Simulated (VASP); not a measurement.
# Ca2BPb (P-6m2) in VASP: a series of runs

The runs below take Ca2BPb through single point, relaxation of cell and atoms, with PBE.

Everything below comes from runs of VASP 6.6.1. Logs are shortened: lines on timing, memory, paths and dates and some standing lists are left out, and cuts for length are marked.

### 1 The cell of the first run

It takes space group P-6m2 (No. 187, hexagonal). The conventional cell has a = 4.108 Å, b = 4.108 Å, c = 5.423 Å, α = 90.00°, β = 90.00°, γ = 120.00°. Within 3.6 Å of Ca (site symmetry 3m) lie 2 Ca at 2.70 to 2.72 Å and 3 B at 2.73 Å and 3 Pb at 2.73 Å. B (site symmetry -6m2) has 3 Pb at 2.37 Å and 6 Ca at 2.73 Å within 3.1 Å. Within 3.1 Å of Pb (site symmetry -6m2) lie 3 B at 2.37 Å and 6 Ca at 2.73 Å.

The cell was built from a structure type or drawn by symmetry, and may not be a known phase.

### 2 Single point, PBE

The input, INCAR:

```
SYSTEM = Ca2BPb
PREC = Accurate
ENCUT = 520
EDIFF = 1E-7
ISMEAR = 0
SIGMA = 0.1
LREAL = .FALSE.
LASPH = .TRUE.
NELM = 80
ALGO = Fast
ISIF = 2
LWAVE = .FALSE.
LCHARG = .FALSE.
GGA = PE
NBANDS = 26
```

The input, KPOINTS:

```
regular mesh
0
G
  6 6 4
  0 0 0
```

The input, POSCAR:

```
Ca2BPb
1.0
    4.1081517300      0.0000000000      0.0000000000
   -2.0540758700      3.5577637600      0.0000000000
    0.0000000000      0.0000000000      5.4231558800
Ca B Pb
2 1 1
Direct
    0.3333333300      0.6666666700      0.7488930500
    0.3333333300      0.6666666700      0.2511069500
    0.6666666700      0.3333333300      0.0000000000
    0.0000000000      0.0000000000      0.0000000000
```

Potentials or basis: VASP PAW PBE potentials, release 64 (Ca_sv, B, Pb_d).

The run is started by

```
$ cat potpaw_PBE.64/Ca_sv/POTCAR potpaw_PBE.64/B/POTCAR potpaw_PBE.64/Pb_d/POTCAR > POTCAR
$ mpirun -np 1 vasp_std > vasp.out
```

OUTCAR:

```text
SYSTEM = Ca2BPb
   PREC = Accurate
   ENCUT = 520
   EDIFF = 1E-7
   ISMEAR = 0
   LREAL = .FALSE.
   LASPH = .TRUE.
   NELM = 80
   ISIF = 2
   GGA = PE

 ion  position               nearest neighbor table
   1  0.333  0.667  0.749-   2 2.70   2 2.72   4 2.73   4 2.73   4 2.73
   2  0.333  0.667  0.251-   1 2.70   1 2.72   4 2.73   4 2.73   4 2.73
   3  0.667  0.333  0.000-   4 2.37   4 2.37   4 2.37
   4  0.000  0.000  0.000-   3 2.37   3 2.37   3 2.37   1 2.73   2 2.73   1 2.73   2 2.73   1 2.73
                             2 2.73

  LATTYP: Found a hexagonal cell.
 ALAT       =     4.1081517300
 C/A-ratio  =     1.3200962955

  Lattice vectors:

 A1 = (   4.1081517300,   0.0000000000,   0.0000000000)
 A2 = (  -2.0540758700,   3.5577637600,   0.0000000000)
 A3 = (   0.0000000000,   0.0000000000,   5.4231558800)

Analysis of symmetry for initial positions (statically):
=====================================================================
 Subroutine PRICEL returns:
 Original cell was already a primitive cell.

 Routine SETGRP: Setting up the symmetry group for a
 hexagonal supercell.

 Subroutine GETGRP returns: Found 12 space group operations
 (whereof 12 operations were pure point group operations)
 out of a pool of 24 trial point group operations.

The static configuration has the point symmetry D_3h.

Analysis of symmetry for dynamics (positions and initial velocities):
=====================================================================
 Subroutine PRICEL returns:
 Original cell was already a primitive cell.

 Routine SETGRP: Setting up the symmetry group for a
 hexagonal supercell.

 Subroutine GETGRP returns: Found 12 space group operations
 (whereof 12 operations were pure point group operations)
 out of a pool of 24 trial point group operations.

The dynamic configuration has the point symmetry D_3h.

 Subroutine INISYM returns: Found 12 space group operations
 (whereof 12 operations are pure point group operations),
 and found     1 'primitive' translations

----------------------------------------------------------------------------------------

                                     Primitive cell

  volume of cell :      79.2639

  direct lattice vectors                    reciprocal lattice vectors
     4.108151730  0.000000000  0.000000000     0.243418468  0.140537718  0.000000000
    -2.054075870  3.557763760  0.000000000     0.000000000  0.281075436  0.000000000
     0.000000000  0.000000000  5.423155880     0.000000000  0.000000000  0.184394478

  length of vectors
     4.108151730  4.108151732  5.423155880     0.281075436  0.281075436  0.184394478

  position of ions in fractional coordinates (direct lattice)
     0.333333330  0.666666670  0.748893050
     0.333333330  0.666666670  0.251106950
     0.666666670  0.333333330  0.000000000
     0.000000000  0.000000000  0.000000000

  ion indices of the primitive-cell ions
   primitive index   ion index
                 1           1
                 2           2
                 3           3
                 4           4

----------------------------------------------------------------------------------------

 KPOINTS: regular mesh

Automatic generation of k-mesh.
 Grid dimensions read from file:
 generate k-points for:    6    6    4

 Generating k-lattice:

  Cartesian coordinates                     Fractional coordinates (reciprocal lattice)
     0.040569745  0.023422953  0.000000000     0.166666667  0.000000000  0.000000000
     0.000000000  0.046845906  0.000000000     0.000000000  0.166666667  0.000000000
     0.000000000  0.000000000  0.046098620     0.000000000  0.000000000  0.250000000

  Length of vectors
     0.046845906  0.046845906  0.046098620

  Shift w.r.t. Gamma in fractional coordinates (k-lattice)
     0.000000000  0.000000000  0.000000000

 Subroutine IBZKPT returns following result:
 ===========================================

 Found     21 irreducible k-points:

 Following reciprocal coordinates:
            Coordinates               Weight
  0.000000  0.000000  0.000000      1.000000
  0.166667  0.000000  0.000000      6.000000
  0.333333 -0.000000  0.000000      6.000000
  0.500000  0.000000  0.000000      3.000000
  0.166667  0.166667  0.000000      6.000000
  0.333333  0.166667  0.000000     12.000000
[... 13 lines left out ...]
  0.333333  0.166667  0.500000     12.000000
  0.333333  0.333333  0.500000      2.000000
   k-points           NKPTS =     21   k-points in BZ     NKDIM =     21   number of bands    NBANDS=     26
   number of dos      NEDOS =    301   number of ions     NIONS =      4
   total plane-waves  NPLWV =  40960
   dimension x,y,z NGX =    32 NGY =   32 NGZ =   40
   dimension x,y,z NGXF=    64 NGYF=   64 NGZF=   80
   ions per type =               2   1   1
   NGX,Y,Z   is equivalent  to a cutoff of  12.95, 12.95, 12.26 a.u.
   NGXF,Y,Z  is equivalent  to a cutoff of  25.90, 25.90, 24.52 a.u.
 SYSTEM =  Ca2BPb
   PREC   = accura    normal or accurate (medium, high low for compatibility)
   ISTART =      0    job   : 0-new  1-cont  2-samecut
   ICHARG =      2    charge: 1-file 2-atom 10-const
   ISPIN  =      1    spin polarized calculation?
   LNONCOLLINEAR =      F non collinear calculations
   LSORBIT =      F    spin-orbit coupling
   LASPH  =      T    aspherical Exc in radial PAW
   ENCUT  =  520.0 eV  38.22 Ry    6.18 a.u.   7.64  7.64 10.08*2*pi/ulx,y,z
   NELM   =     80;   NELMIN=  2; NELMDL= -5     # of ELM steps
   EDIFF  = 0.1E-06   stopping-criterion for ELM
   LREAL  =      F    real-space projection
   EDIFFG = 0.1E-05   stopping-criterion for IOM
   NSW    =      0    number of steps for IOM
   IBRION =     -1    ionic relax: 0-MD 1-quasi-New 2-CG
   NFREE  =      0    steps in history (QN), initial steepest desc. (CG)
   ISIF   =      2    stress and relaxation
   ISYM   =      2    0-nonsym 1-usesym 2-fastsym
   POTIM  = 0.5000    time-step for ionic-motion
   TEBEG  =    0.0;   TEEND  =   0.0 temperature during run
   PSTRESS=    0.0 pullay stress
   NELECT =      37.0000    total number of electrons
   NUPDOWN=      -1.0000    fix difference up-down
   EMIN   =  10.00;   EMAX   =-10.00  energy-range for DOS
   EFERMI =   0.00;   METHOD = LEGACY
   ISMEAR =     0;   SIGMA  =   0.10  broadening in eV -4-tet -1-fermi 0-gaus
   EFERMI_NEDOS =   21; number of points for ismear=-14 and -15
   IALGO  =     68    algorithm
   IMIX   =      4    mixing-type and parameters
     AMIX     =   0.40;   BMIX     =  1.00
     AMIX_MAG =   1.60;   BMIX_MAG =  1.00
  volume/ion in A,a.u.               =      19.82       133.72
  Fermi-wavevector in a.u.,A,eV,Ry     =   1.269941  2.399840 21.942795  1.612750
  Thomas-Fermi vector in A             =   2.402955
   LORBIT       =      0    0 simple, 1 ext, 2 COOP (PROOUT), +10 PAW based schemes
   GGA     = PE    functional components
   LHFCALC =     F    Hartree Fock is set to
   AEXX    =    0.0000 exact exchange contribution
   IVDW    =     0    specifies the selected vdW correction
   LEPSILON=     F    determine dielectric tensor
   LRPA    =     F    only Hartree local field effects (RPA)
 non-spin polarized calculation
 RMM-DIIS sequential band-by-band and
 Gauss-broadening in eV      SIGMA  =   0.10
  energy-cutoff  :      520.00
  volume of cell :       79.26
 maximum number of plane-waves:      2163
 NGX is ok and might be reduce to    32
   NGX = 15   NGY = 15   NGZ = 21

 number of electron      36.9999996 magnetization

 Free energy of the ion-electron system (eV)
  ---------------------------------------------------
  ext. energy  EPLUGINS =         0.00000000
  ---------------------------------------------------
  free energy    TOTEN  =        -8.47596772 eV

  energy without entropy =       -8.45869956  energy(sigma->0) =       -8.46733364

 E-fermi :   6.4159     XC(G=0): -10.1946

 val. band max:        6.3244328193   @ k =   0.3333  -0.0000   0.0000
 cond. band min:       6.4228665453   @ k =   0.5000   0.0000   0.5000
 fundamental gap:      0.0984337261
 Fermi energy:         6.4158639143

 k-point     1 :       0.0000    0.0000    0.0000
  band No.  band energies     occupation
      1     -34.8088      2.00000
      2     -34.4801      2.00000
      3     -17.1148      2.00000
      4     -15.8808      2.00000
      5     -15.8808      2.00000
      6     -15.5658      2.00000
[... 18 lines left out ...]
     25      10.2733      0.00000
     26      10.9652      0.00000

 k-point     2 :       0.1667    0.0000    0.0000
  band No.  band energies     occupation
      1     -34.8065      2.00000
      2     -34.4791      2.00000
      3     -17.1032      2.00000
      4     -15.9090      2.00000
      5     -15.8761      2.00000
      6     -15.5796      2.00000
[... 18 lines left out ...]
     25      10.6858      0.00000
     26      10.9845      0.00000

 k-point     3 :       0.3333   -0.0000    0.0000
  band No.  band energies     occupation
      1     -34.8018      2.00000
      2     -34.4771      2.00000
      3     -17.0804      2.00000
      4     -15.9627      2.00000
      5     -15.8669      2.00000
      6     -15.6080      2.00000
[... 18 lines left out ...]
     25      10.5879      0.00000
     26      10.9539      0.00000

 k-point     4 :       0.5000    0.0000    0.0000
  band No.  band energies     occupation
      1     -34.7995      2.00000
      2     -34.4761      2.00000
      3     -17.0691      2.00000
      4     -15.9884      2.00000
      5     -15.8623      2.00000
      6     -15.6224      2.00000
[... 18 lines left out ...]
     25      10.9951      0.00000
     26      11.8472      0.00000

 k-point     5 :       0.1667    0.1667    0.0000
  band No.  band energies     occupation
      1     -34.8030      2.00000
      2     -34.4776      2.00000
      3     -17.0860      2.00000
      4     -15.9430      2.00000
      5     -15.8758      2.00000
      6     -15.6131      2.00000
[... 18 lines left out ...]
     25      10.4461      0.00000
     26      10.8509      0.00000

 k-point     6 :       0.3333    0.1667    0.0000
  band No.  band energies     occupation
      1     -34.7995      2.00000
      2     -34.4761      2.00000
      3     -17.0690      2.00000
      4     -15.9701      2.00000
      5     -15.8804      2.00000
      6     -15.6475      2.00000
[... 340 lines left out ...]
 k-point    18 :       0.5000    0.0000    0.5000
  band No.  band energies     occupation
      1     -34.6432      2.00000
      2     -34.6395      2.00000
      3     -16.2288      2.00000
      4     -16.1409      2.00000
      5     -15.8589      2.00000
      6     -15.7571      2.00000
[... 18 lines left out ...]
     25      10.1756      0.00000
     26      10.5709      0.00000

 k-point    19 :       0.1667    0.1667    0.5000
  band No.  band energies     occupation
      1     -34.6465      2.00000
      2     -34.6412      2.00000
      3     -16.2466      2.00000
      4     -16.1389      2.00000
      5     -15.8192      2.00000
      6     -15.7564      2.00000
[... 18 lines left out ...]
     25       9.8829      0.00000
     26      10.2184      0.00000

 k-point    20 :       0.3333    0.1667    0.5000
  band No.  band energies     occupation
      1     -34.6432      2.00000
      2     -34.6395      2.00000
      3     -16.2283      2.00000
      4     -16.1406      2.00000
      5     -15.8427      2.00000
      6     -15.7765      2.00000
[... 18 lines left out ...]
     25      10.5575      0.00000
     26      10.6427      0.00000

 k-point    21 :       0.3333    0.3333    0.5000
  band No.  band energies     occupation
      1     -34.6421      2.00000
      2     -34.6389      2.00000
      3     -16.2217      2.00000
      4     -16.1408      2.00000
      5     -15.8281      2.00000
      6     -15.7972      2.00000
[... 18 lines left out ...]
     25       9.9041      0.00000
     26      11.1772      0.00000

------------------------ aborting loop because EDIFF is reached ----------------------------------------

  FORCE on cell =-STRESS in cart. coord.  units (eV):
  Direction    XX          YY          ZZ          XY          YZ          ZX
  --------------------------------------------------------------------------------------
  -------------------------------------------------------------------------------------
  Total       12.8080517     12.8080517     16.4875633     -0.0000000      0.0000000      0.0000000
  in kB      258.8916155    258.8916154    333.2662918     -0.0000004      0.0000000      0.0000000
  external PRESSURE =     283.6831742 kB  Pullay stress =       0.0000000 kB

 VOLUME and BASIS-vectors are now :
 -----------------------------------------------------------------------------
  energy-cutoff  :      520.00
  volume of cell :       79.26
      direct lattice vectors                 reciprocal lattice vectors
     4.108151730  0.000000000  0.000000000     0.243418468  0.140537718  0.000000000
    -2.054075870  3.557763760  0.000000000     0.000000000  0.281075436  0.000000000
     0.000000000  0.000000000  5.423155880     0.000000000  0.000000000  0.184394478

 POSITION                                       TOTAL-FORCE (eV/Angst)
 -----------------------------------------------------------------------------------
     -0.00000      2.37184      4.06136        -0.000000      0.000000     -3.413670
     -0.00000      2.37184      1.36179         0.000000     -0.000000      3.413670
      2.05408      1.18592      0.00000        -0.000000     -0.000000      0.000000
      0.00000      0.00000      0.00000         0.000000     -0.000000      0.000000
 -----------------------------------------------------------------------------------
    total drift:                                0.000036     -0.000021      0.000000

  FREE ENERGIE OF THE ION-ELECTRON SYSTEM (eV)
  ---------------------------------------------------
  free  energy   TOTEN  =        -8.4759677240 eV

  energy  without entropy=       -8.4586995603  energy(sigma->0) =       -8.46733364
```

Run time: 5.7 min. Hardware: 1 thread of Oxide Virtual Turin-like, shared host; peak memory 0.19 GiB.

Results:

```yaml
Free_energy: -8.4760 eV
Pressure: 28.4 GPa
Largest_force: 3.414 eV/Å
Band_gap_on_the_k_mesh: zero (an odd number of electrons rules out a gap without spin polarisation)
```

Forces on the atoms (eV/Å):
```
Ca   0.000  0.000 -3.414
Ca   0.000  0.000  3.414
B    0.000  0.000  0.000
Pb   0.000  0.000  0.000
```

Caveat: the cell stands under pressure; spin-orbit coupling is left out, which moves the levels of the heavy elements; forces of over 1 eV/Å act on the atoms, so gaps and moduli don't describe the material at rest.

### 3 Single point, PBE

This run uses another cell than the first one, of 28.94 Å³/atom.

The input, INCAR:

```
ALGO = Normal ; EDIFF = 1E-6
ENCUT = 520 ; GGA = PE
ISIF = 2 ; ISMEAR = 0
LASPH = T ; LCHARG = T
LELF = T ; LREAL = F
LVHAR = T ; LWAVE = F
NBANDS = 26 ; NELM = 60
PREC = Accurate ; SIGMA = 0.1
```

The input, KPOINTS:

```
k-points
0
Gamma
  6 6 4
```

The input, POSCAR:

```
Ca2BPb
1.0
    4.0319558670      0.0000000028      0.0000000000
   -2.0159779360      3.4917762063      0.0000000000
    0.0000000000      0.0000000000      8.2230982772
Ca B Pb
2 1 1
Direct
    0.3333333333      0.6666666667      0.7194054966
    0.3333333333      0.6666666667      0.2805945034
    0.6666666667      0.3333333333      0.0000000000
    0.0000000000      0.0000000000      0.0000000000
```

Potentials or basis: VASP PAW PBE potentials, release 64 (Ca_sv, B, Pb_d).

The run is started by

```
$ cat potpaw_PBE.64/Ca_sv/POTCAR potpaw_PBE.64/B/POTCAR potpaw_PBE.64/Pb_d/POTCAR > POTCAR
$ mpirun -np 1 vasp_std > vasp.out
```

Wall time 2.3 min (1 thread of Oxide Virtual Turin-like, shared host); peak memory 0.22 GiB.

Results (log left out):

```
Free energy            : -12.7618 eV
Pressure               : 0.0 GPa
Largest force          : 0.011 eV/Å
Band gap on the k mesh : zero (an odd number of electrons rules out a gap without spin polarisation)
```

Forces in eV/Å, atoms in the order of the input:
```
Ca   0.000  0.000 -0.011
Ca   0.000  0.000  0.011
B    0.000  0.000  0.000
Pb   0.000  0.000  0.000
```

Levels at points of the mesh, in eV from the Fermi level:
| k point | band 14 | band 15 | band 16 | band 17 | band 18 | band 19 | band 20 | band 21 | band 22 | band 23 |
| --- | --- | --- | --- | --- | --- | --- | --- | --- | --- | --- |
| (0.00, 0.00, 0.00) | -11.76 | -4.38 | -2.48 | -1.00 | -1.00 | -0.07 | 0.86 | 1.11 | 1.91 | 1.91 |
| (0.50, 0.00, 0.00) | -9.85 | -7.39 | -2.95 | -2.21 | -0.97 | -0.07 | 0.00 | 0.20 | 2.47 | 2.81 |
| (0.00, 0.00, 0.50) | -11.75 | -4.64 | -1.29 | -0.99 | -0.99 | -0.66 | -0.06 | 1.53 | 2.11 | 2.11 |
| (0.50, 0.00, 0.50) | -9.85 | -7.38 | -2.95 | -2.23 | -1.30 | 0.06 | 0.07 | 1.21 | 1.68 | 2.49 |

Caveat: spin-orbit coupling is left out, which moves the levels of the heavy elements.

(Part 1 of 3 ends here.)
